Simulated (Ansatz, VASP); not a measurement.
# One calculation of Tl, two programs

```
CELL_PARAMETERS angstrom
3.22102 0.00000 0.00000
0.00000 3.22102 0.00000
0.00000 0.00000 3.22102
ATOMIC_POSITIONS crystal
Tl 0.00000 0.00000 0.00000
```

Alike in both runs: task single point; functional PBEsol; k mesh 11 × 11 × 11; occupations fermi-dirac, width 0.1 eV; no spin polarisation.

```csv
,VASP,Ansatz
version,VASP 6.6.1,Ansatz 0.2.0
potentials or method,"VASP PAW PBE potentials, release 64 (Tl_d), cutoff 520 eV","plane waves (420 eV) with PAW, scalar-relativistic"
valence electrons in the cell,13,13
```

|  | VASP | Ansatz | Ansatz less VASP |
| --- | --- | --- | --- |
| pressure (GPa) | -1.8 | -1.8 | +0.03 |

VASP's potentials were made for PBE, not for PBEsol, and Ansatz warns of the same on its side.

Neither program's run includes spin-orbit coupling.
